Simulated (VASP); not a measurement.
# HfO2 (Fm-3m) in VASP: notebook

HfO2 is run at these levels: PBE; tasks: relaxation of cell and atoms, single point.

All numbers are computed with VASP 6.6.1; they aren't measurements. Logs are shortened: lines on timing, memory, paths and dates and some standing lists are left out, and cuts for length are marked.

### Step 1. The cell of the first run

It takes space group Fm-3m (No. 225, cubic). Conventional cell: a = 5.098 Å, b = 5.098 Å, c = 5.098 Å, α = 90.00°, β = 90.00°, γ = 90.00°. Within 2.9 Å of Hf (site symmetry m-3m) lie 8 O at 2.21 Å. Within 2.9 Å of O (site symmetry -43m) lie 4 Hf at 2.21 Å and 6 O at 2.55 Å.

### Step 2. Relaxation of cell and atoms, PBE

The input, INCAR:

```
ALGO = Normal
EDIFF = 1E-6
EDIFFG = -0.005
ENCUT = 600
GGA = PE
IBRION = 2
ISIF = 3
ISMEAR = -1
LASPH = True
LCHARG = False
LREAL = False
LWAVE = False
NELM = 100
NSW = 40
PREC = Accurate
SIGMA = 0.02
```

The input, KPOINTS:

```
k-points
0
Gamma
  9 9 9
```

The input, POSCAR:

```
HfO2
1.0
    0.0000000000      2.5488082158      2.5488082158
    2.5488082158      0.0000000000      2.5488082158
    2.5488082158      2.5488082158      0.0000000000
Hf O
1 2
Direct
    0.0000000000      0.0000000000      0.0000000000
    0.2500000000      0.2500000000      0.2500000000
    0.7500000000      0.7500000000      0.7500000000
```

Potentials or basis: VASP PAW PBE potentials, release 64 (Hf_pv, O).

Command:

```console
$ cat potpaw_PBE.64/Hf_pv/POTCAR potpaw_PBE.64/O/POTCAR > POTCAR
$ mpirun -np 1 vasp_std > vasp.out
```

OUTCAR:

```text
EDIFF = 1E-6
   EDIFFG = -0.005
   ENCUT = 600
   GGA = PE
   IBRION = 2
   ISIF = 3
   ISMEAR = -1
   LASPH = True
   LREAL = False
   NELM = 100
   NSW = 40
   PREC = Accurate

 ion  position               nearest neighbor table
   1  0.000  0.000  0.000-   2 2.21   3 2.21   3 2.21   3 2.21   3 2.21   2 2.21   2 2.21   2 2.21

   2  0.250  0.250  0.250-   1 2.21   1 2.21   1 2.21   1 2.21
   3  0.750  0.750  0.750-   1 2.21   1 2.21   1 2.21   1 2.21

  LATTYP: Found a face centered cubic cell.
 ALAT       =     5.0976164316

  Lattice vectors:

 A1 = (   0.0000000000,   2.5488082158,   2.5488082158)
 A2 = (   2.5488082158,   0.0000000000,   2.5488082158)
 A3 = (   2.5488082158,   2.5488082158,   0.0000000000)

Analysis of symmetry for initial positions (statically):
=====================================================================
 Subroutine PRICEL returns:
 Original cell was already a primitive cell.

 Routine SETGRP: Setting up the symmetry group for a
 face centered cubic supercell.

 Subroutine GETGRP returns: Found 48 space group operations
 (whereof 48 operations were pure point group operations)
 out of a pool of 48 trial point group operations.

The static configuration has the point symmetry O_h .

Analysis of symmetry for dynamics (positions and initial velocities):
=====================================================================
 Subroutine PRICEL returns:
 Original cell was already a primitive cell.

 Routine SETGRP: Setting up the symmetry group for a
 face centered cubic supercell.

 Subroutine GETGRP returns: Found 48 space group operations
 (whereof 48 operations were pure point group operations)
 out of a pool of 48 trial point group operations.

The dynamic configuration has the point symmetry O_h .

 Subroutine INISYM returns: Found 48 space group operations
 (whereof 48 operations are pure point group operations),
 and found     1 'primitive' translations

----------------------------------------------------------------------------------------

                                     Primitive cell

  volume of cell :      33.1163

  direct lattice vectors                    reciprocal lattice vectors
     0.000000000  2.548808216  2.548808216    -0.196170115  0.196170115  0.196170115
     2.548808216  0.000000000  2.548808216     0.196170115 -0.196170115  0.196170115
     2.548808216  2.548808216  0.000000000     0.196170115  0.196170115 -0.196170115

  length of vectors
     3.604559147  3.604559147  3.604559147     0.339776606  0.339776606  0.339776606

  position of ions in fractional coordinates (direct lattice)
     0.000000000  0.000000000  0.000000000
     0.250000000  0.250000000  0.250000000
     0.750000000  0.750000000  0.750000000

  ion indices of the primitive-cell ions
   primitive index   ion index
                 1           1
                 2           2
                 3           3

----------------------------------------------------------------------------------------

 KPOINTS: k-points

Automatic generation of k-mesh.
 Grid dimensions read from file:
 generate k-points for:    9    9    9

 Generating k-lattice:

  Cartesian coordinates                     Fractional coordinates (reciprocal lattice)
    -0.021796679  0.021796679  0.021796679     0.111111111  0.000000000  0.000000000
     0.021796679 -0.021796679  0.021796679     0.000000000  0.111111111  0.000000000
     0.021796679  0.021796679 -0.021796679     0.000000000  0.000000000  0.111111111

  Length of vectors
     0.037752956  0.037752956  0.037752956

  Shift w.r.t. Gamma in fractional coordinates (k-lattice)
     0.000000000  0.000000000  0.000000000

 Subroutine IBZKPT returns following result:
 ===========================================

 Found     35 irreducible k-points:

 Following reciprocal coordinates:
            Coordinates               Weight
  0.000000  0.000000  0.000000      1.000000
  0.111111  0.000000  0.000000      8.000000
  0.222222  0.000000  0.000000      8.000000
  0.333333  0.000000  0.000000      8.000000
  0.444444  0.000000  0.000000      8.000000
  0.111111  0.111111  0.000000      6.000000
[... 16 lines left out ...]
 -0.333333  0.333333  0.000000     12.000000
  0.444444  0.444444  0.000000      6.000000
 [... further k-points ...]
   k-points           NKPTS =     35   k-points in BZ     NKDIM =     35   number of bands    NBANDS=     15
   number of dos      NEDOS =    301   number of ions     NIONS =      3
   total plane-waves  NPLWV =  27000
   dimension x,y,z NGX =    30 NGY =   30 NGZ =   30
   dimension x,y,z NGXF=    60 NGYF=   60 NGZF=   60
   ions per type =               1   2
   NGX,Y,Z   is equivalent  to a cutoff of  13.84, 13.84, 13.84 a.u.
   NGXF,Y,Z  is equivalent  to a cutoff of  27.67, 27.67, 27.67 a.u.
 SYSTEM =  unknown system
   PREC   = accura    normal or accurate (medium, high low for compatibility)
   ISTART =      0    job   : 0-new  1-cont  2-samecut
   ICHARG =      2    charge: 1-file 2-atom 10-const
   ISPIN  =      1    spin polarized calculation?
   LNONCOLLINEAR =      F non collinear calculations
   LSORBIT =      F    spin-orbit coupling
   LASPH  =      T    aspherical Exc in radial PAW
   ENCUT  =  600.0 eV  44.10 Ry    6.64 a.u.   7.20  7.20  7.20*2*pi/ulx,y,z
   NELM   =    100;   NELMIN=  2; NELMDL= -5     # of ELM steps
   EDIFF  = 0.1E-05   stopping-criterion for ELM
   LREAL  =      F    real-space projection
   EDIFFG = -.5E-02   stopping-criterion for IOM
   NSW    =     40    number of steps for IOM
   IBRION =      2    ionic relax: 0-MD 1-quasi-New 2-CG
   NFREE  =      1    steps in history (QN), initial steepest desc. (CG)
   ISIF   =      3    stress and relaxation
   ISYM   =      2    0-nonsym 1-usesym 2-fastsym
   POTIM  = 0.5000    time-step for ionic-motion
   TEBEG  =    0.0;   TEEND  =   0.0 temperature during run
   PSTRESS=    0.0 pullay stress
   NELECT =      22.0000    total number of electrons
   NUPDOWN=      -1.0000    fix difference up-down
   EMIN   =  10.00;   EMAX   =-10.00  energy-range for DOS
   EFERMI =   0.00;   METHOD = LEGACY
   ISMEAR =    -1;   SIGMA  =   0.02  broadening in eV -4-tet -1-fermi 0-gaus
   EFERMI_NEDOS =   21; number of points for ismear=-14 and -15
   IALGO  =     38    algorithm
   IMIX   =      4    mixing-type and parameters
     AMIX     =   0.40;   BMIX     =  1.00
     AMIX_MAG =   1.60;   BMIX_MAG =  1.00
  volume/ion in A,a.u.               =      11.04        74.49
  Fermi-wavevector in a.u.,A,eV,Ry     =   1.428462  2.699401 27.762722  2.040503
  Thomas-Fermi vector in A             =   2.548521
   LORBIT       =      0    0 simple, 1 ext, 2 COOP (PROOUT), +10 PAW based schemes
   GGA     = PE    functional components
   LHFCALC =     F    Hartree Fock is set to
   AEXX    =    0.0000 exact exchange contribution
   IVDW    =     0    specifies the selected vdW correction
   LEPSILON=     F    determine dielectric tensor
   LRPA    =     F    only Hartree local field effects (RPA)
 conjugate gradient relaxation of ions
 non-spin polarized calculation
  energy-cutoff  :      600.00
  volume of cell :       33.12
 maximum number of plane-waves:      1125
 NGX is ok and might be reduce to    30
   NGX = 15   NGY = 15   NGZ = 15

--------------------------------------- Ionic step        1  -------------------------------------------

 number of electron      21.9999994 magnetization

 Free energy of the ion-electron system (eV)
  ---------------------------------------------------
  ext. energy  EPLUGINS =         0.00000000
  ---------------------------------------------------
  free energy    TOTEN  =       -30.24871423 eV

  energy without entropy =      -30.24871423  energy(sigma->0) =      -30.24871423

------------------------ aborting loop because EDIFF is reached ----------------------------------------

  FORCE on cell =-STRESS in cart. coord.  units (eV):
  Direction    XX          YY          ZZ          XY          YZ          ZX
  --------------------------------------------------------------------------------------
  -------------------------------------------------------------------------------------
  Total       -0.8005701     -0.8005701     -0.8005701     -0.0000000     -0.0000000      0.0000000
  in kB      -38.7318713    -38.7318713    -38.7318713     -0.0000000     -0.0000000      0.0000000
  external PRESSURE =     -38.7318713 kB  Pullay stress =       0.0000000 kB
[... 59 lines left out ...]
  energy  without entropy=      -30.2414489504  energy(sigma->0) =      -30.24144895

--------------------------------------- Ionic step        3  -------------------------------------------

 number of electron      21.9999997 magnetization

 Free energy of the ion-electron system (eV)
  ---------------------------------------------------
  ext. energy  EPLUGINS =         0.00000000
  ---------------------------------------------------
  free energy    TOTEN  =       -30.25514887 eV

  energy without entropy =      -30.25514887  energy(sigma->0) =      -30.25514887

 E-fermi :   4.6821     XC(G=0): -11.8355

 val. band max:        4.2208129438   @ k =  -0.4444   0.4444   0.0000
 cond. band min:       8.1333381214   @ k =   0.4444   0.4444   0.0000
 fundamental gap:      3.9125251776
 Fermi energy:         4.6821356398

 k-point     1 :       0.0000    0.0000    0.0000
  band No.  band energies     occupation
      1     -25.4162      2.00000
      2     -25.4162      2.00000
      3     -25.4162      2.00000
      4     -14.4554      2.00000
      5     -11.4261      2.00000
      6      -1.0664      2.00000
      7      -1.0664      2.00000
      8      -1.0664      2.00000
      9       3.6661      2.00000
     10       3.6661      2.00000
     11       3.6661      2.00000
     12       8.1537      0.00000
     13       8.1537      0.00000
     14      10.1070      0.00000
     15      14.6881      0.00000
[... 397 lines left out ...]
 k-point    24 :       0.4444    0.4444    0.0000
  band No.  band energies     occupation
      1     -25.8595      2.00000
      2     -25.5352      2.00000
      3     -25.5352      2.00000
      4     -12.6779      2.00000
      5     -12.3748      2.00000
      6      -2.0540      2.00000
      7       0.6942      2.00000
      8       0.6942      2.00000
      9       2.8513      2.00000
     10       2.8513      2.00000
     11       4.0282      2.00000
     12       8.1333      0.00000
     13       9.7128      0.00000
     14      11.1173      0.00000
     15      12.4486      0.00000

 [... further k-points ...]
[... 5 lines left out ...]
  --------------------------------------------------------------------------------------
  -------------------------------------------------------------------------------------
  Total       -0.0016445     -0.0016445     -0.0016445      0.0000000      0.0000000      0.0000000
  in kB       -0.0808297     -0.0808297     -0.0808297      0.0000000      0.0000000      0.0000000
  external PRESSURE =      -0.0808297 kB  Pullay stress =       0.0000000 kB
[... 18 lines left out ...]
  FREE ENERGIE OF THE ION-ELECTRON SYSTEM (eV)
  ---------------------------------------------------
  free  energy   TOTEN  =       -30.2551488690 eV

  energy  without entropy=      -30.2551488690  energy(sigma->0) =      -30.25514887

 reached required accuracy - stopping structural energy minimisation
```

Wall time 54 s (1 thread of Intel Xeon Platinum 8488C (Sapphire Rapids), shared host); peak memory 0.18 GiB.

Results:

| Item | Value |
| --- | --- |
| Free energy | -30.2551 eV |
| Relaxed volume | 10.87 Å³/atom |
| Relaxed cell | a = 3.586 Å, b = 3.586 Å, c = 3.586 Å, α = 60.00°, β = 60.00°, γ = 60.00° |
| Space group after relaxing (to 0.05 Å) | Fm-3m (No. 225) |
| Energy gained by relaxing | 2.1 meV/atom |
| Ionic steps | 3 |
| Pressure after relaxing | 0.0 GPa |
| Band gap on the k mesh | 3.91 eV, indirect (least direct gap 4.03 eV) |

Step by step:
```
step  energy change (eV)  largest force (eV/Å)  pressure (GPa)  volume (Å³)
   1              0.0000                0.0000           -3.87        33.12
   2              0.0073                0.0000            6.01        31.85
   3             -0.0064                0.0000           -0.01        32.60
```

Final structure:
```
Hf O
1.0
     0.00000    2.53543    2.53543
     2.53543    0.00000    2.53543
     2.53543    2.53543    0.00000
Hf O
1 2
Direct
  0.00000 0.00000 0.00000
  0.25000 0.25000 0.25000
  0.75000 0.75000 0.75000
```

Levels at points of the mesh, in eV from the valence-band top:
```
           k point  band 8  band 9  band 10  band 11  band 12  band 13  band 14  band 15
(0.00, 0.00, 0.00)   -5.29   -0.55    -0.55    -0.55     3.93     3.93     5.89    10.47
```

Caveat: spin-orbit coupling is left out, which moves the levels of the heavy elements. A k mesh can miss the band edges.

### Step 3. Single point, PBE, non-collinear spin, zero start, spin-orbit coupling

The input, INCAR:

```
ALGO = Normal
EDIFF = 1E-7
ENCUT = 520
GGA = PE
GGA_COMPAT = F
ISIF = 2
ISMEAR = -1
LASPH = T
LCHARG = T
LMAXMIX = 4
LNONCOLLINEAR = T
LORBIT = 11
LORBMOM = T
LREAL = F
LSORBIT = T
LVHAR = T
LWAVE = F
MAGMOM = 0 0 0 0 0 0 0 0 0
NBANDS = 35
NELM = 150
PREC = Accurate
SIGMA = 0.02
```

KPOINTS is that of step 2.

POSCAR is that of step 2.

Potentials or basis: VASP PAW PBE potentials, release 64 (Hf_pv, O).

Command:

```console
$ cat potpaw_PBE.64/Hf_pv/POTCAR potpaw_PBE.64/O/POTCAR > POTCAR
$ mpirun -np 1 vasp_ncl > vasp.out
```

Wall time 90 s (1 thread of Intel Xeon Platinum 8488C (Sapphire Rapids), shared host); peak memory 0.27 GiB.

The run converged. Its results:

```yaml
Free_energy: -30.8667 eV
Pressure: -3.5 GPa
Net_moment: 0.00 μB per cell
Valence_electrons_inside_the_program's_atomic_spheres: Hf 8.23; O 5.10
```

Moments on the atoms (μB; x, y, z):
```
Hf  0.00 0.00 0.00
O   0.00 0.00 0.00
O   0.00 0.00 0.00
```

### Step 4. Single point, PBE, non-collinear spin, zero start, spin-orbit coupling

The input, INCAR:

```
SYSTEM = HfO2
PREC = Accurate ; ENCUT = 520
EDIFF = 1E-6 ; ISMEAR = -1
SIGMA = 0.02 ; LREAL = .FALSE.
LASPH = .TRUE. ; NELM = 150
ALGO = Normal ; ISIF = 2
LWAVE = .FALSE. ; LCHARG = .FALSE.
LNONCOLLINEAR = .TRUE. ; MAGMOM = 0 0 0 0 0 0 0 0 0
LORBIT = 11 ; LSORBIT = .TRUE.
GGA_COMPAT = .FALSE. ; LORBMOM = .TRUE.
LMAXMIX = 4 ; GGA = PE
NBANDS = 35
```

The input, KPOINTS:

```
regular mesh
0
G
  9 9 9
  0 0 0
```

POSCAR is that of step 3.

Command:

```console
$ cat potpaw_PBE.64/Hf_pv/POTCAR potpaw_PBE.64/O/POTCAR > POTCAR
$ mpirun -np 1 vasp_ncl > vasp.out
```

It took 77 s on 1 thread of Intel Xeon Platinum 8488C (Sapphire Rapids), shared host; peak memory 0.27 GiB.

Results (log left out):

- Free energy: -30.8667 eV
- Pressure: -3.5 GPa
- Net moment: 0.00 μB per cell
- Valence electrons inside the program's atomic spheres: Hf 8.23; O 5.10

Moments on the atoms (μB; x, y, z):
```
Hf  0.00 0.00 0.00
O   0.00 0.00 0.00
O   0.00 0.00 0.00
```
